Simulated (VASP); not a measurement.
# Pt (P6/mmm) in VASP: notebook

Runs on Pt. Level: PBEsol. Tasks: single point, relaxation of cell and atoms.

Everything below comes from runs of VASP 6.6.1. Logs are shortened: lines on timing, memory, paths and dates and some standing lists are left out, and cuts for length are marked.

**1. The cell of the first run**

It takes space group P6/mmm (No. 191, hexagonal). The conventional cell has a = 2.708 Å, b = 2.708 Å, c = 2.531 Å, α = 90.00°, β = 90.00°, γ = 120.00°. Pt (site symmetry 6/mmm) has 8 Pt at 2.53 to 2.71 Å within 3.3 Å.

This isn't the form of Pt at room conditions, which is fcc.

**2. Single point, PBEsol**

File INCAR:

```
ALGO = Normal
EDIFF = 1E-6
ENCUT = 520
GGA = PS
ISIF = 2
ISMEAR = 0
LASPH = T
LCHARG = T
LELF = T
LREAL = F
LVHAR = T
LWAVE = F
NBANDS = 11
NELM = 80
PREC = Accurate
SIGMA = 0.1
```

File KPOINTS:

```
k-points
0
Gamma
  9 9 8
```

File POSCAR:

```
Pt
1.0
    2.7082391295      0.0000000000      0.0000000000
   -1.3541195647      2.3454038856      0.0000000000
    0.0000000000      0.0000000000      2.5305109366
Pt
1
Direct
    0.0000000000      0.0000000000      0.0000000000
```

Potentials or basis: VASP PAW PBE potentials, release 64 (Pt).

On the command line:

```
$ cat potpaw_PBE.64/Pt/POTCAR > POTCAR
$ mpirun -np 1 vasp_std > vasp.out
```

OUTCAR:

```text
EDIFF = 1E-6
   ENCUT = 520
   GGA = PS
   ISIF = 2
   ISMEAR = 0
   LASPH = T
   LREAL = F
   NELM = 80
   PREC = Accurate

 ion  position               nearest neighbor table
   1  0.000  0.000  0.000-

  LATTYP: Found a hexagonal cell.
 ALAT       =     2.7082391295
 C/A-ratio  =     0.9343750000

  Lattice vectors:

 A1 = (   2.7082391295,   0.0000000000,   0.0000000000)
 A2 = (  -1.3541195647,   2.3454038856,   0.0000000000)
 A3 = (   0.0000000000,   0.0000000000,   2.5305109366)

Analysis of symmetry for initial positions (statically):
=====================================================================
 Subroutine PRICEL returns:
 Original cell was already a primitive cell.

 Routine SETGRP: Setting up the symmetry group for a
 hexagonal supercell.

 Subroutine GETGRP returns: Found 24 space group operations
 (whereof 24 operations were pure point group operations)
 out of a pool of 24 trial point group operations.

The static configuration has the point symmetry D_6h.

Analysis of symmetry for dynamics (positions and initial velocities):
=====================================================================
 Subroutine PRICEL returns:
 Original cell was already a primitive cell.

 Routine SETGRP: Setting up the symmetry group for a
 hexagonal supercell.

 Subroutine GETGRP returns: Found 24 space group operations
 (whereof 24 operations were pure point group operations)
 out of a pool of 24 trial point group operations.

The dynamic configuration has the point symmetry D_6h.

 Subroutine INISYM returns: Found 24 space group operations
 (whereof 24 operations are pure point group operations),
 and found     1 'primitive' translations

----------------------------------------------------------------------------------------

                                     Primitive cell

  volume of cell :      16.0736

  direct lattice vectors                    reciprocal lattice vectors
     2.708239129  0.000000000  0.000000000     0.369243613  0.213182899  0.000000000
    -1.354119565  2.345403886  0.000000000     0.000000000  0.426365798  0.000000000
     0.000000000  0.000000000  2.530510937     0.000000000  0.000000000  0.395177110

  length of vectors
     2.708239129  2.708239129  2.530510937     0.426365798  0.426365798  0.395177110

  position of ions in fractional coordinates (direct lattice)
     0.000000000  0.000000000  0.000000000

  ion indices of the primitive-cell ions
   primitive index   ion index
                 1           1

----------------------------------------------------------------------------------------

 KPOINTS: k-points

Automatic generation of k-mesh.
 Grid dimensions read from file:
 generate k-points for:    9    9    8

 Generating k-lattice:

  Cartesian coordinates                     Fractional coordinates (reciprocal lattice)
     0.041027068  0.023686989  0.000000000     0.111111111  0.000000000  0.000000000
     0.000000000  0.047373978  0.000000000     0.000000000  0.111111111  0.000000000
     0.000000000  0.000000000  0.049397139     0.000000000  0.000000000  0.125000000

  Length of vectors
     0.047373978  0.047373978  0.049397139

  Shift w.r.t. Gamma in fractional coordinates (k-lattice)
     0.000000000  0.000000000  0.000000000

 Subroutine IBZKPT returns following result:
 ===========================================

 Found     60 irreducible k-points:

 Following reciprocal coordinates:
            Coordinates               Weight
  0.000000  0.000000  0.000000      1.000000
  0.111111 -0.000000  0.000000      6.000000
  0.222222 -0.000000  0.000000      6.000000
  0.333333 -0.000000  0.000000      6.000000
  0.444444 -0.000000  0.000000      6.000000
  0.111111  0.111111  0.000000      6.000000
[... 16 lines left out ...]
  0.333333  0.222222  0.125000     24.000000
  0.333333  0.333333  0.125000      4.000000
 [... further k-points ...]
   k-points           NKPTS =     60   k-points in BZ     NKDIM =     60   number of bands    NBANDS=     11
   number of dos      NEDOS =    301   number of ions     NIONS =      1
   total plane-waves  NPLWV =   8000
   dimension x,y,z NGX =    20 NGY =   20 NGZ =   20
   dimension x,y,z NGXF=    40 NGYF=   40 NGZF=   40
   ions per type =               1
   NGX,Y,Z   is equivalent  to a cutoff of  12.28, 12.28, 13.14 a.u.
   NGXF,Y,Z  is equivalent  to a cutoff of  24.55, 24.55, 26.28 a.u.
 SYSTEM =  unknown system
   PREC   = accura    normal or accurate (medium, high low for compatibility)
   ISTART =      0    job   : 0-new  1-cont  2-samecut
   ICHARG =      2    charge: 1-file 2-atom 10-const
   ISPIN  =      1    spin polarized calculation?
   LNONCOLLINEAR =      F non collinear calculations
   LSORBIT =      F    spin-orbit coupling
   LASPH  =      T    aspherical Exc in radial PAW
   ENCUT  =  520.0 eV  38.22 Ry    6.18 a.u.   5.04  5.04  4.71*2*pi/ulx,y,z
   NELM   =     80;   NELMIN=  2; NELMDL= -5     # of ELM steps
   EDIFF  = 0.1E-05   stopping-criterion for ELM
   LREAL  =      F    real-space projection
   EDIFFG = 0.1E-04   stopping-criterion for IOM
   NSW    =      0    number of steps for IOM
   IBRION =     -1    ionic relax: 0-MD 1-quasi-New 2-CG
   NFREE  =      0    steps in history (QN), initial steepest desc. (CG)
   ISIF   =      2    stress and relaxation
   ISYM   =      2    0-nonsym 1-usesym 2-fastsym
   POTIM  = 0.5000    time-step for ionic-motion
   TEBEG  =    0.0;   TEEND  =   0.0 temperature during run
   PSTRESS=    0.0 pullay stress
   NELECT =      10.0000    total number of electrons
   NUPDOWN=      -1.0000    fix difference up-down
   EMIN   =  10.00;   EMAX   =-10.00  energy-range for DOS
   EFERMI =   0.00;   METHOD = LEGACY
   ISMEAR =     0;   SIGMA  =   0.10  broadening in eV -4-tet -1-fermi 0-gaus
   EFERMI_NEDOS =   21; number of points for ismear=-14 and -15
   IALGO  =     38    algorithm
   IMIX   =      4    mixing-type and parameters
     AMIX     =   0.40;   BMIX     =  1.00
     AMIX_MAG =   1.60;   BMIX_MAG =  1.00
  volume/ion in A,a.u.               =      16.07       108.47
  Fermi-wavevector in a.u.,A,eV,Ry     =   1.397560  2.641006 26.574555  1.953175
  Thomas-Fermi vector in A             =   2.520805
   LORBIT       =      0    0 simple, 1 ext, 2 COOP (PROOUT), +10 PAW based schemes
   GGA     = PS    functional components
   LHFCALC =     F    Hartree Fock is set to
   AEXX    =    0.0000 exact exchange contribution
   IVDW    =     0    specifies the selected vdW correction
   LEPSILON=     F    determine dielectric tensor
   LRPA    =     F    only Hartree local field effects (RPA)
 non-spin polarized calculation
 Gauss-broadening in eV      SIGMA  =   0.10
  energy-cutoff  :      520.00
  volume of cell :       16.07
 maximum number of plane-waves:       447
   NGX = 11   NGY = 11   NGZ =  9

 number of electron      10.0000000 magnetization

 Free energy of the ion-electron system (eV)
  ---------------------------------------------------
  ext. energy  EPLUGINS =         0.00000000
  ---------------------------------------------------
  free energy    TOTEN  =        -6.70210521 eV

  energy without entropy =       -6.69597033  energy(sigma->0) =       -6.69903777

 E-fermi :   9.8829     XC(G=0): -13.1745

 val. band max:        9.8515115798   @ k =   0.4444   0.1111   0.5000
 cond. band min:       9.8913857484   @ k =   0.0000   0.0000   0.1250
 fundamental gap:      0.0398741686
 Fermi energy:         9.8829012349

 k-point     1 :       0.0000    0.0000    0.0000
  band No.  band energies     occupation
      1       0.3636      2.00000
      2       3.4174      2.00000
      3       6.4378      2.00000
      4       6.4378      2.00000
      5      10.3290      0.00000
      6      10.3290      0.00000
      7      24.9747      0.00000
      8      25.5550      0.00000
      9      30.3227      0.00000
     10      30.3227      0.00000
     11      33.1690      0.00000

 k-point     2 :       0.1111   -0.0000    0.0000
  band No.  band energies     occupation
      1       0.8112      2.00000
      2       3.5782      2.00000
      3       6.1612      2.00000
      4       6.8021      2.00000
      5      10.0030      0.08952
      6      10.2691      0.00000
      7      25.5605      0.00000
      8      26.3744      0.00000
      9      27.9047      0.00000
     10      29.2490      0.00000
     11      33.9120      0.00000

 k-point     3 :       0.2222   -0.0000    0.0000
  band No.  band energies     occupation
      1       1.9216      2.00000
      2       3.9580      2.00000
      3       5.8164      2.00000
      4       7.8191      2.00000
      5       9.2685      2.00000
      6      10.1203      0.00079
      7      23.2301      0.00000
      8      27.0498      0.00000
      9      28.0960      0.00000
     10      28.4736      0.00000
     11      33.2084      0.00000

 k-point     4 :       0.3333   -0.0000    0.0000
  band No.  band energies     occupation
      1       2.8873      2.00000
      2       4.0086      2.00000
      3       6.8634      2.00000
      4       8.5485      2.00000
      5       9.2132      2.00000
      6       9.9558      0.30248
      7      19.2796      0.00000
      8      24.7213      0.00000
      9      28.9386      0.00000
     10      30.8930      0.00000
     11      32.0306      0.00000
[... 239 lines left out ...]
 k-point    22 :       0.2222    0.2222    0.1250
  band No.  band energies     occupation
      1       4.2965      2.00000
      2       5.0970      2.00000
      3       5.4400      2.00000
      4       7.9582      2.00000
      5       8.9747      2.00000
      6      11.4119      0.00000
      7      19.0262      0.00000
      8      21.7063      0.00000
      9      27.9555      0.00000
     10      33.7912      0.00000
     11      34.1814      0.00000

 k-point    23 :       0.3333    0.2222    0.1250
  band No.  band energies     occupation
      1       4.6779      2.00000
      2       4.9478      2.00000
      3       6.2660      2.00000
      4       8.0950      2.00000
      5       8.6259      2.00000
      6      13.6981      0.00000
      7      16.0173      0.00000
      8      19.9041      0.00000
      9      29.0933      0.00000
     10      32.0401      0.00000
     11      35.2232      0.00000

 k-point    24 :       0.3333    0.3333    0.1250
  band No.  band energies     occupation
      1       4.9362      2.00000
      2       5.7647      2.00000
      3       5.7647      2.00000
      4       8.1542      2.00000
      5       8.1542      2.00000
      6      14.4409      0.00000
      7      17.1145      0.00000
      8      17.1145      0.00000
      9      30.8828      0.00000
     10      30.8828      0.00000
     11      36.3768      0.00000

 [... further k-points ...]

------------------------ aborting loop because EDIFF is reached ----------------------------------------

  FORCE on cell =-STRESS in cart. coord.  units (eV):
  Direction    XX          YY          ZZ          XY          YZ          ZX
  --------------------------------------------------------------------------------------
  -------------------------------------------------------------------------------------
  Total       -0.9032723     -0.9032723      2.2499735     -0.0000000      0.0000000      0.0000000
  in kB      -90.0360490    -90.0360490    224.2720302     -0.0000000      0.0000000      0.0000000
  external PRESSURE =      14.7333107 kB  Pullay stress =       0.0000000 kB

 VOLUME and BASIS-vectors are now :
 -----------------------------------------------------------------------------
  energy-cutoff  :      520.00
  volume of cell :       16.07
      direct lattice vectors                 reciprocal lattice vectors
     2.708239129  0.000000000  0.000000000     0.369243613  0.213182899  0.000000000
    -1.354119565  2.345403886  0.000000000     0.000000000  0.426365798  0.000000000
     0.000000000  0.000000000  2.530510937     0.000000000  0.000000000  0.395177110

 POSITION                                       TOTAL-FORCE (eV/Angst)
 -----------------------------------------------------------------------------------
      0.00000      0.00000      0.00000         0.000000      0.000000      0.000000
 -----------------------------------------------------------------------------------
    total drift:                                0.000000      0.000000      0.000000

  FREE ENERGIE OF THE ION-ELECTRON SYSTEM (eV)
  ---------------------------------------------------
  free  energy   TOTEN  =        -6.7021052107 eV

  energy  without entropy=       -6.6959703332  energy(sigma->0) =       -6.69903777
```

Wall time 4.1 s (1 thread of Intel Xeon 6975P-C (Granite Rapids), shared host); peak memory 0.13 GiB.

What came out:

```
Free energy            : -6.7021 eV
Pressure               : 1.5 GPa
Band gap on the k mesh : zero (bands 5 and 6 overlap by 3.53 eV)
```

Stress tensor (GPa, compression positive):
```
-9.00  0.00  0.00
 0.00 -9.00  0.00
 0.00  0.00 22.43
```

Caveat: the PAW data sets were made with another functional, which shifts forces and pressure a little; spin-orbit coupling is left out, which moves the levels of the heavy elements.

**3. Single point, PBEsol**

This run uses another cell than the first one, of 16.17 Å³/atom.

File INCAR:

```
PREC = Accurate
ENCUT = 520
EDIFF = 1E-7
ISMEAR = 0
SIGMA = 0.1
LREAL = F
LASPH = T
NELM = 60
ALGO = Normal
ISIF = 2
LWAVE = F
LCHARG = T
GGA = PS
LELF = T
LVHAR = T
NBANDS = 11
```

File KPOINTS:

```
Automatic mesh
0
Gamma
  24 24 22
```

File POSCAR:

```
Pt
1.0
    2.6541780233      0.0000000000      0.0000000000
   -1.3270890116      2.2985855944      0.0000000000
    0.0000000000      0.0000000000      2.6505788171
Pt
1
Direct
    0.0000000000      0.0000000000      0.0000000000
```

Potentials or basis: VASP PAW PBE potentials, release 64 (Pt).

On the command line:

```
$ cat potpaw_PBE.64/Pt/POTCAR > POTCAR
$ mpirun -np 1 vasp_std > vasp.out
```

Wall time 35 s (1 thread of Intel Xeon 6975P-C (Granite Rapids), shared host); peak memory 0.24 GiB.

The run converged. Its results:

```yaml
Free_energy: -6.7975 eV
Pressure: -0.4 GPa
Band_gap_on_the_k_mesh: zero (bands 5 and 6 overlap by 2.99 eV)
```

Stress tensor (GPa, compression positive):
```
-0.40  0.00  0.00
 0.00 -0.40  0.00
 0.00  0.00 -0.52
```

Levels at points of the mesh, in eV from the Fermi level:
```
           k point  band 2  band 3  band 4  band 5  band 6  band 7  band 8  band 9
(0.00, 0.00, 0.00)   -6.05   -3.53   -3.53    0.38    0.38   13.80   15.55   21.82
(0.50, 0.00, 0.00)   -4.97   -2.40   -0.22    0.02    0.91    6.08   13.88   17.34
(0.00, 0.00, 0.50)   -3.15   -3.15   -1.38   -1.38   -1.30    3.96   17.99   21.55
(0.50, 0.00, 0.50)   -6.11   -2.34    1.06    1.64    4.85    5.55   11.59   15.53
```

Caveat: the PAW data sets were made with another functional, which shifts forces and pressure a little; spin-orbit coupling is left out, which moves the levels of the heavy elements.

(Part 1 of 2 ends here.)
